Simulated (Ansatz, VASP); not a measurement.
**Two plane-wave programs on AlN**

The input INCAR:

```
SYSTEM = AlN
ALGO = Normal ; EDIFF = 1E-6
ENCUT = 520 ; GGA = PS
ISIF = 2 ; ISMEAR = 0
LASPH = .True. ; LCHARG = .False.
LREAL = .False. ; LWAVE = .False.
NBANDS = 16 ; NELM = 100
PREC = Accurate ; SIGMA = 0.05
```

Contents of KPOINTS:

```
k-points
0
Gamma
  9 9 6
  0 0 0
```

File POSCAR:

```
AlN
1.0
    3.3610000000      0.0000000000      0.0000000000
   -1.6805000000      2.9107113821      0.0000000000
    0.0000000000      0.0000000000      4.0584000000
Al N
2 2
Direct
    0.3333333333      0.6666666667      0.7500000000
    0.6666666667      0.3333333333      0.2500000000
    0.3333333333      0.6666666667      0.2500000000
    0.6666666667      0.3333333333      0.7500000000
```

Input for Ansatz:

```yaml
crystal:
  lattice:
    - [3.361, 0.0, 0.0]
    - [-1.6805, 2.9107113821, 0.0]
    - [0.0, 0.0, 4.0584]
  atoms:
    - { symbol: Al, position: [0.3333333333, 0.6666666667, 0.75] }
    - { symbol: Al, position: [0.6666666667, 0.3333333333, 0.25] }
    - { symbol: "N", position: [0.3333333333, 0.6666666667, 0.25] }
    - { symbol: "N", position: [0.6666666667, 0.3333333333, 0.75] }
basis:
  ecutwfc: 520.0
kpoints:
  mp_grid: { grid: [9, 9, 6] }
hamiltonian:
  xc: pbesol
scf:
  occupations: { method: gaussian, width: 0.05 }
output:
  forces: true
  stress: true
  eigenvalues: true
```

Alike in both runs: task single point; functional PBEsol; k mesh 9 × 9 × 6; occupations gaussian, width 0.05 eV; no spin polarisation.

|  | VASP | Ansatz |
| --- | --- | --- |
| version | VASP 6.6.1 | Ansatz 0.2.0 |
| potentials or method | VASP PAW PBE potentials, release 64 (Al, N), cutoff 520 eV | scalar-relativistic, plane waves, PAW |
| valence electrons in the cell | 16 | 16 |

|  | VASP | Ansatz | Ansatz less VASP |
| --- | --- | --- | --- |
| gap on the k mesh at the Fermi level (eV) | 3.33 | 3.32 | -0.011 |
| least direct gap on the mesh (eV) | 3.33 | 3.32 | -0.011 |
| pressure (GPa) | -3.6 | -3.6 | +0.09 |
| traceless stress, the component that is largest in VASP (GPa) | 5.29 | 5.28 | -0.018 |

VASP's potentials were made for PBE, not for PBEsol. With one functional, cell and mesh, what is left measures potentials, basis and numerics.
